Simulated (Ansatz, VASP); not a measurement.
## Two plane-wave programs on Al5VN6

```
Al V N
1.0
     2.86933    0.00000    0.00000
    -1.43466    2.48491    0.00000
     0.00000    0.00000   14.26134
Al V N
5 1 6
Direct
  0.00000 0.00000 0.00000
  0.33333 0.66667 0.83511
  0.66667 0.33333 0.67004
  0.33333 0.66667 0.32996
  0.66667 0.33333 0.16489
  0.00000 0.00000 0.50000
  0.66667 0.33333 0.91758
  0.00000 0.00000 0.75280
  0.33333 0.66667 0.59028
  0.66667 0.33333 0.40972
  0.00000 0.00000 0.24720
  0.33333 0.66667 0.08242
```

Alike in both runs: task relaxation of cell and atoms; functional PBE; k mesh 18 × 18 × 4; occupations gaussian, width 0.1 eV; no spin polarisation.

|  | VASP | Ansatz |
| --- | --- | --- |
| version | VASP 6.6.1 | Ansatz 0.2.0 |
| potentials or method | VASP PAW PBE potentials, release 64 (Al, V_sv, N), cutoff 600 eV | scalar-relativistic, plane waves, PAW |
| valence electrons in the cell | 58 | 58 |

VASP gave:

- gap on the k mesh at the Fermi level, each at its own relaxed structure (eV): none
- relaxed volume (Å³/atom): 8.47
- relaxed length of the cell vector where the two differ most in proportion (Å): 2.868

Question: Estimate Ansatz's values.

Answer: gap on the k mesh at the Fermi level, each at its own relaxed structure (eV): none; relaxed volume (Å³/atom): 8.48; relaxed length of the cell vector where the two differ most in proportion (Å): 2.869.

A gap of «none» marks a metal or a gap that the smearing closes.
